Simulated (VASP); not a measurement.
# Be (P6_3/mmc) in VASP: notebook

Be is run at these levels: r2SCAN; tasks: single point, relaxation of cell and atoms.

Everything below comes from runs of VASP 6.6.1. Logs are shortened: lines on timing, memory, paths and dates and some standing lists are left out, and cuts for length are marked.

### Step 1. The cell of the first run

The structure is hexagonal, space group P6_3/mmc (No. 194). Conventional cell: a = 2.269 Å, b = 2.269 Å, c = 3.551 Å, α = 90.00°, β = 90.00°, γ = 120.00°. Be (site symmetry -6m2) has 12 Be at 2.21 to 2.27 Å within 2.9 Å.

### Step 2. Single point, r2SCAN

Contents of POSCAR:

```
Be
1.0
    2.2689364506      0.0000000000      0.0000000000
   -1.1344682253      1.9649566058      0.0000000000
    0.0000000000      0.0000000000      3.5507335345
Be
2
Direct
    0.3333333333      0.6666666667      0.2500000000
    0.6666666667      0.3333333333      0.7500000000
```

Contents of INCAR.step1:

```
SYSTEM = Be
PREC = Accurate
ENCUT = 520
ISMEAR = -1
SIGMA = 0.05
LREAL = .False.
LASPH = .True.
NELM = 80
NBANDS = 9
GGA = PE
ALGO = Normal
EDIFF = 1E-4
LWAVE = .True.
LCHARG = .False.
```

Contents of INCAR.step2:

```
SYSTEM = Be
PREC = Accurate
ENCUT = 520
EDIFF = 1E-7
ISMEAR = -1
SIGMA = 0.05
LREAL = .False.
LASPH = .True.
NELM = 80
ALGO = Normal
ISIF = 2
LWAVE = .False.
LCHARG = .True.
METAGGA = R2SCAN
LMIXTAU = .True.
LELF = .True.
LVHAR = .True.
NBANDS = 9
ISTART = 1
```

Contents of KPOINTS:

```
regular mesh
0
Gamma
  13 13 7
  0 0 0
```

Potentials or basis: VASP PAW PBE potentials, release 64 (Be).

Started as:

```sh
$ cat potpaw_PBE.64/Be/POTCAR > POTCAR
$ cp INCAR.step1 INCAR
$ mpirun -np 1 vasp_std > vasp.out
$ cp INCAR.step2 INCAR
$ mpirun -np 1 vasp_std > vasp.out
```

OUTCAR:

```text
SYSTEM = Be
   PREC = Accurate
   ENCUT = 520
   EDIFF = 1E-7
   ISMEAR = -1
   LREAL = .False.
   LASPH = .True.
   NELM = 80
   ISIF = 2
   METAGGA = R2SCAN
   ISTART = 1

 ion  position               nearest neighbor table
   1  0.333  0.667  0.250-   2 2.21   2 2.21   2 2.21   2 2.21   2 2.21   2 2.21
   2  0.667  0.333  0.750-   1 2.21   1 2.21   1 2.21   1 2.21   1 2.21   1 2.21

  LATTYP: Found a hexagonal cell.
 ALAT       =     2.2689364506
 C/A-ratio  =     1.5649330035

  Lattice vectors:

 A1 = (   2.2689364506,   0.0000000000,   0.0000000000)
 A2 = (  -1.1344682253,   1.9649566058,   0.0000000000)
 A3 = (   0.0000000000,   0.0000000000,   3.5507335345)

Analysis of symmetry for initial positions (statically):
=====================================================================
 Subroutine PRICEL returns:
 Original cell was already a primitive cell.

 Routine SETGRP: Setting up the symmetry group for a
 hexagonal supercell.

 Subroutine GETGRP returns: Found 24 space group operations
 (whereof 12 operations were pure point group operations)
 out of a pool of 24 trial point group operations.

The static configuration has the point symmetry D_3d.
 The point group associated with its full space group is D_6h.

Analysis of symmetry for dynamics (positions and initial velocities):
=====================================================================
 Subroutine PRICEL returns:
 Original cell was already a primitive cell.

 Routine SETGRP: Setting up the symmetry group for a
 hexagonal supercell.

 Subroutine GETGRP returns: Found 24 space group operations
 (whereof 12 operations were pure point group operations)
 out of a pool of 24 trial point group operations.

The dynamic configuration has the point symmetry D_3d.
 The point group associated with its full space group is D_6h.

 Subroutine INISYM returns: Found 24 space group operations
 (whereof 12 operations are pure point group operations),
 and found     1 'primitive' translations

----------------------------------------------------------------------------------------

                                     Primitive cell

  volume of cell :      15.8305

  direct lattice vectors                    reciprocal lattice vectors
     2.268936451  0.000000000  0.000000000     0.440735129  0.254458546  0.000000000
    -1.134468225  1.964956606  0.000000000     0.000000000  0.508917091  0.000000000
     0.000000000  0.000000000  3.550733534     0.000000000  0.000000000  0.281631947

  length of vectors
     2.268936451  2.268936451  3.550733534     0.508917091  0.508917091  0.281631947

  position of ions in fractional coordinates (direct lattice)
     0.333333333  0.666666667  0.250000000
     0.666666667  0.333333333  0.750000000

  ion indices of the primitive-cell ions
   primitive index   ion index
                 1           1
                 2           2

----------------------------------------------------------------------------------------

 KPOINTS: regular mesh

Automatic generation of k-mesh.
 Grid dimensions read from file:
 generate k-points for:   13   13    7

 Generating k-lattice:

  Cartesian coordinates                     Fractional coordinates (reciprocal lattice)
     0.033902702  0.019573734  0.000000000     0.076923077  0.000000000  0.000000000
     0.000000000  0.039147469  0.000000000     0.000000000  0.076923077  0.000000000
     0.000000000  0.000000000  0.040233135     0.000000000  0.000000000  0.142857143

  Length of vectors
     0.039147469  0.039147469  0.040233135

  Shift w.r.t. Gamma in fractional coordinates (k-lattice)
     0.000000000  0.000000000  0.000000000

 Subroutine IBZKPT returns following result:
 ===========================================

 Found     84 irreducible k-points:

 Following reciprocal coordinates:
            Coordinates               Weight
  0.000000  0.000000  0.000000      1.000000
  0.076923  0.000000  0.000000      6.000000
  0.153846  0.000000  0.000000      6.000000
  0.230769  0.000000  0.000000      6.000000
  0.307692  0.000000  0.000000      6.000000
  0.384615  0.000000  0.000000      6.000000
[... 16 lines left out ...]
  0.076923  0.000000  0.142857     12.000000
  0.153846  0.000000  0.142857     12.000000
 [... further k-points ...]
   k-points           NKPTS =     84   k-points in BZ     NKDIM =     84   number of bands    NBANDS=      9
   number of dos      NEDOS =    301   number of ions     NIONS =      2
   total plane-waves  NPLWV =   9072
   dimension x,y,z NGX =    18 NGY =   18 NGZ =   28
   dimension x,y,z NGXF=    36 NGYF=   36 NGZF=   56
   ions per type =               2
   NGX,Y,Z   is equivalent  to a cutoff of  13.19, 13.19, 13.11 a.u.
   NGXF,Y,Z  is equivalent  to a cutoff of  26.38, 26.38, 26.22 a.u.
 SYSTEM =  Be
   PREC   = accura    normal or accurate (medium, high low for compatibility)
   ISTART =      1    job   : 0-new  1-cont  2-samecut
   ICHARG =      0    charge: 1-file 2-atom 10-const
   ISPIN  =      1    spin polarized calculation?
   LNONCOLLINEAR =      F non collinear calculations
   LSORBIT =      F    spin-orbit coupling
   LASPH  =      T    aspherical Exc in radial PAW
   ENCUT  =  520.0 eV  38.22 Ry    6.18 a.u.   4.22  4.22  6.60*2*pi/ulx,y,z
   NELM   =     80;   NELMIN=  2; NELMDL=  0     # of ELM steps
   EDIFF  = 0.1E-06   stopping-criterion for ELM
   LREAL  =      F    real-space projection
   EDIFFG = 0.1E-05   stopping-criterion for IOM
   NSW    =      0    number of steps for IOM
   IBRION =     -1    ionic relax: 0-MD 1-quasi-New 2-CG
   NFREE  =      0    steps in history (QN), initial steepest desc. (CG)
   ISIF   =      2    stress and relaxation
   ISYM   =      2    0-nonsym 1-usesym 2-fastsym
   POTIM  = 0.5000    time-step for ionic-motion
   TEBEG  =    0.0;   TEEND  =   0.0 temperature during run
   PSTRESS=    0.0 pullay stress
   NELECT =       4.0000    total number of electrons
   NUPDOWN=      -1.0000    fix difference up-down
   EMIN   =  10.00;   EMAX   =-10.00  energy-range for DOS
   EFERMI =   0.00;   METHOD = LEGACY
   ISMEAR =    -1;   SIGMA  =   0.05  broadening in eV -4-tet -1-fermi 0-gaus
   EFERMI_NEDOS =   21; number of points for ismear=-14 and -15
   IALGO  =     38    algorithm
   IMIX   =      4    mixing-type and parameters
     AMIX     =   0.40;   BMIX     =  1.00
     AMIX_MAG =   1.60;   BMIX_MAG =  1.00
  volume/ion in A,a.u.               =       7.92        53.41
  Fermi-wavevector in a.u.,A,eV,Ry     =   1.034976  1.955821 14.574231  1.071176
  Thomas-Fermi vector in A             =   2.169297
   LORBIT       =      0    0 simple, 1 ext, 2 COOP (PROOUT), +10 PAW based schemes
   METAGGA = R2SCAN    functional components
   LHFCALC =     F    Hartree Fock is set to
   AEXX    =    0.0000 exact exchange contribution
   IVDW    =     0    specifies the selected vdW correction
   LEPSILON=     F    determine dielectric tensor
   LRPA    =     F    only Hartree local field effects (RPA)
 non-spin polarized calculation
  energy-cutoff  :      520.00
  volume of cell :       15.83
 maximum number of plane-waves:       439
 NGX is ok and might be reduce to    18
   NGX =  9   NGY =  9   NGZ = 13

 number of electron       4.0000000 magnetization

 Free energy of the ion-electron system (eV)
  ---------------------------------------------------
  ext. energy  EPLUGINS =         0.00000000
  ---------------------------------------------------
  free energy    TOTEN  =        -8.67829264 eV

  energy without entropy =       -8.67723560  energy(sigma->0) =       -8.67776412

 E-fermi :   6.9510     XC(G=0): -11.2573

 val. band max:        6.8730333743   @ k =   0.2308   0.1538   0.0000
 cond. band min:       7.0240990307   @ k =   0.3077   0.1538   0.0000
 fundamental gap:      0.1510656564
 Fermi energy:         6.9510403771

 k-point     1 :       0.0000    0.0000    0.0000
  band No.  band energies     occupation
      1      -5.1148      2.00000
      2       2.4343      2.00000
      3       8.2864      0.00000
      4      24.3048      0.00000
      5      24.3048      0.00000
      6      27.3693      0.00000
      7      27.3693      0.00000
      8      29.9205      0.00000
      9      35.4807      0.00000

 k-point     2 :       0.0769    0.0000    0.0000
  band No.  band energies     occupation
      1      -4.9317      2.00000
      2       2.6704      2.00000
      3       8.3462      0.00000
      4      22.7880      0.00000
      5      23.2379      0.00000
      6      27.3838      0.00000
      7      27.9379      0.00000
      8      29.5240      0.00000
      9      33.2071      0.00000

 k-point     3 :       0.1538    0.0000    0.0000
  band No.  band energies     occupation
      1      -4.3820      2.00000
      2       3.3773      2.00000
      3       8.4971      0.00000
      4      19.6124      0.00000
      5      21.4695      0.00000
      6      27.2019      0.00000
      7      27.9953      0.00000
      8      28.0741      0.00000
      9      29.9368      0.00000

 k-point     4 :       0.2308    0.0000    0.0000
  band No.  band energies     occupation
      1      -3.4659      2.00000
      2       4.5505      2.00000
      3       8.5875      0.00000
      4      16.3632      0.00000
      5      19.8523      0.00000
      6      25.0092      0.00000
      7      25.5325      0.00000
      8      27.4175      0.00000
      9      28.0879      0.00000

 k-point     5 :       0.3077    0.0000    0.0000
  band No.  band energies     occupation
      1      -2.1881      2.00000
      2       6.1781      2.00000
      3       8.0837      0.00000
      4      14.1243      0.00000
      5      18.5769      0.00000
      6      21.3204      0.00000
      7      22.5656      0.00000
      8      26.5846      0.00000
      9      27.8869      0.00000

 k-point     6 :       0.3846    0.0000    0.0000
  band No.  band energies     occupation
      1      -0.5740      2.00000
      2       6.3897      1.99997
      3       8.2233      0.00000
      4      13.6744      0.00000
      5      17.6929      0.00000
      6      17.7063      0.00000
      7      19.9156      0.00000
      8      25.9242      0.00000
      9      27.8891      0.00000
[... 169 lines left out ...]
 k-point    21 :       0.3077    0.3077    0.0000
  band No.  band energies     occupation
      1       3.5699      2.00000
      2       6.3027      2.00000
      3       6.6407      1.99597
      4      13.0673      0.00000
      5      14.4944      0.00000
      6      15.3733      0.00000
      7      20.1413      0.00000
      8      21.9777      0.00000
      9      22.4672      0.00000

 k-point    22 :       0.0000    0.0000    0.1429
  band No.  band energies     occupation
      1      -4.9219      2.00000
      2       1.4087      2.00000
      3       9.7553      0.00000
      4      24.4818      0.00000
      5      24.4818      0.00000
      6      27.3237      0.00000
      7      27.3237      0.00000
      8      28.4436      0.00000
      9      36.2247      0.00000

 k-point    23 :       0.0769    0.0000    0.1429
  band No.  band energies     occupation
      1      -4.7386      2.00000
      2       1.6222      2.00000
      3       9.8351      0.00000
      4      22.9747      0.00000
      5      23.4361      0.00000
      6      27.1218      0.00000
      7      27.7203      0.00000
      8      28.3827      0.00000
      9      33.0724      0.00000

 k-point    24 :       0.1538    0.0000    0.1429
  band No.  band energies     occupation
      1      -4.1886      2.00000
      2       2.2556      2.00000
      3      10.0474      0.00000
      4      19.7948      0.00000
      5      21.6869      0.00000
      6      26.3536      0.00000
      7      27.2631      0.00000
      8      27.5323      0.00000
      9      30.3550      0.00000

 [... further k-points ...]
[... 5 lines left out ...]
  --------------------------------------------------------------------------------------
  -------------------------------------------------------------------------------------
  Total        0.0161968      0.0161968      0.0260550      0.0000000     -0.0000000      0.0000000
  in kB        1.6392509      1.6392509      2.6369856      0.0000000     -0.0000000      0.0000000
  external PRESSURE =       1.9718291 kB  Pullay stress =       0.0000000 kB

 VOLUME and BASIS-vectors are now :
 -----------------------------------------------------------------------------
  energy-cutoff  :      520.00
  volume of cell :       15.83
      direct lattice vectors                 reciprocal lattice vectors
     2.268936451  0.000000000  0.000000000     0.440735129  0.254458546  0.000000000
    -1.134468225  1.964956606  0.000000000     0.000000000  0.508917091  0.000000000
     0.000000000  0.000000000  3.550733534     0.000000000  0.000000000  0.281631947

 POSITION                                       TOTAL-FORCE (eV/Angst)
 -----------------------------------------------------------------------------------
     -0.00000      1.30997      0.88768        -0.000000      0.000000      0.000000
      1.13447      0.65499      2.66305         0.000000     -0.000000      0.000000
 -----------------------------------------------------------------------------------
    total drift:                                0.000000     -0.000000      0.000000

  FREE ENERGIE OF THE ION-ELECTRON SYSTEM (eV)
  ---------------------------------------------------
  free  energy   TOTEN  =        -8.6782926354 eV

  energy  without entropy=       -8.6772355979  energy(sigma->0) =       -8.67776412
```

Wall time 72 s (1 thread of Oxide Virtual Turin-like, shared host); peak memory 0.1 GiB.

What came out:

```
Free energy            : -8.6783 eV
Pressure               : 0.2 GPa
Band gap on the k mesh : zero (band 2 reaches 8.31 eV, above the bottom of band 3 at 6.52 eV)
```

Caveat: the PAW data sets were made with another functional, which shifts forces and pressure a little.

### Step 3. Relaxation of cell and atoms, r2SCAN

This run uses another cell than the first one, of 8.11 Å³/atom, 1.024 times its volume.

Contents of POSCAR:

```
Be
1.0
    2.2853000000      0.0000000000      0.0000000000
   -1.1426500000      1.9791278553      0.0000000000
    0.0000000000      0.0000000000      3.5842000000
Be
2
Direct
    0.3333333333      0.6666666667      0.2500000000
    0.6666666667      0.3333333333      0.7500000000
```

Contents of INCAR.step1:

```
PREC = Accurate
ENCUT = 600
ISMEAR = -1
SIGMA = 0.05
LREAL = F
LASPH = T
NELM = 100
GGA = PE
ALGO = Normal
EDIFF = 1E-4
LWAVE = T
LCHARG = F
```

Contents of INCAR.step2:

```
PREC = Accurate
ENCUT = 600
EDIFF = 1E-6
ISMEAR = -1
SIGMA = 0.05
LREAL = F
LASPH = T
NELM = 100
ALGO = Normal
ISIF = 3
LWAVE = F
LCHARG = F
METAGGA = R2SCAN
LMIXTAU = T
IBRION = 2
NSW = 80
EDIFFG = -0.02
ISTART = 1
```

Contents of KPOINTS:

```
regular mesh
0
Gamma
  13 13 7
```

Potentials or basis: VASP PAW PBE potentials, release 64 (Be).

Started as:

```sh
$ cat potpaw_PBE.64/Be/POTCAR > POTCAR
$ cp INCAR.step1 INCAR
$ mpirun -np 1 vasp_std > vasp.out
$ cp INCAR.step2 INCAR
$ mpirun -np 1 vasp_std > vasp.out
```

Run time: 77 s. Hardware: 1 thread of Oxide Virtual Turin-like, shared host; peak memory 0.09 GiB.

It converged, with:

| Item | Value |
| --- | --- |
| Free energy | -8.6783 eV |
| Relaxed volume | 7.95 Å³/atom |
| Relaxed cell | a = 2.272 Å, b = 2.272 Å, c = 3.554 Å, α = 90.00°, β = 90.00°, γ = 120.00° |
| Space group after relaxing (to 0.05 Å) | P6_3/mmc (No. 194) |
| Energy gained by relaxing | 1.6 meV/atom |
| Ionic steps | 2 |
| Pressure after relaxing | -0.3 GPa |
| Band gap on the k mesh | zero (band 2 reaches 8.28 eV, above the bottom of band 3 at 6.48 eV) |

Stress tensor (GPa, compression positive):
```
-0.37  0.00  0.00
 0.00 -0.37  0.00
 0.00  0.00 -0.16
```

The path:
| step | energy change (eV) | largest force (eV/Å) | pressure (GPa) | volume (Å³) |
| --- | --- | --- | --- | --- |
| 1 | 0.0000 | 0.0000 | -2.69 | 16.21 |
| 2 | -0.0031 | 0.0000 | -0.30 | 15.89 |

Final structure:
```
CELL_PARAMETERS angstrom
2.27237 0.00000 0.00000
-1.13619 1.96793 0.00000
0.00000 0.00000 3.55426
ATOMIC_POSITIONS crystal
Be 0.33333 0.66667 0.25000
Be 0.66667 0.33333 0.75000
```

Levels at points of the mesh, in eV from the Fermi level:
```tsv
k point	band 1	band 2	band 3	band 4	band 5
(0.00, 0.00, 0.00)	-12.04	-4.50	1.33	17.29	17.29
```

Caveat: the PAW data sets were made with another functional, which shifts forces and pressure a little.
